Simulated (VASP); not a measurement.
A run of VASP 6.6.1:

The input POSCAR:

```
Sn
1.0
   -1.7147170696      1.7147170696      1.7147170696
    1.7147170696     -1.7147170696      1.7147170696
    1.7147170696      1.7147170696     -1.7147170696
Sn
1
Direct
    0.0000000000      0.0000000000      0.0000000000
```

Contents of INCAR.step1:

```
SYSTEM = Sn
PREC     = Accurate       ! precision mode
ENCUT    = 520            ! plane-wave cutoff, eV
ISMEAR   = -1             ! smearing method
SIGMA    = 0.05           ! smearing width, eV
LREAL    = .False.        ! projectors in reciprocal space
LASPH    = .True.         ! aspherical terms in the spheres
NELM     = 80             ! most SCF steps
NBANDS   = 13             ! bands
GGA      = PE             ! functional
ALGO     = Normal         ! electronic algorithm
EDIFF    = 1E-4           ! SCF threshold, eV
LWAVE    = .True.         ! write WAVECAR
LCHARG   = .False.        ! write CHGCAR
```

Contents of INCAR.step2:

```
SYSTEM = Sn
PREC     = Accurate       ! precision mode
ENCUT    = 520            ! plane-wave cutoff, eV
EDIFF    = 1E-6           ! SCF threshold, eV
ISMEAR   = -1             ! smearing method
SIGMA    = 0.05           ! smearing width, eV
LREAL    = .False.        ! projectors in reciprocal space
LASPH    = .True.         ! aspherical terms in the spheres
NELM     = 80             ! most SCF steps
ALGO     = Normal         ! electronic algorithm
ISIF     = 2              ! what is computed and relaxed
LWAVE    = .False.        ! write WAVECAR
LCHARG   = .False.        ! write CHGCAR
METAGGA  = R2SCAN         ! meta-GGA
LMIXTAU  = .True.       
NBANDS   = 13             ! bands
ISTART   = 1
```

Contents of KPOINTS:

```
regular mesh
0
Gamma
  10 10 10
  0 0 0
```

Potentials or basis: VASP PAW PBE potentials, release 64 (Sn_d).

Run with:

```sh
$ cat potpaw_PBE.64/Sn_d/POTCAR > POTCAR
$ cp INCAR.step1 INCAR
$ mpirun -np 1 vasp_std > vasp.out
$ cp INCAR.step2 INCAR
$ mpirun -np 1 vasp_std > vasp.out
```

Hardware: 1 thread of Intel Xeon 6975P-C, with other jobs on the host.

How long does it take, and how much memory?

It took 32 s on 1 thread of Intel Xeon 6975P-C, on a shared host, peak memory 0.14 GiB. Counts: k points 47.
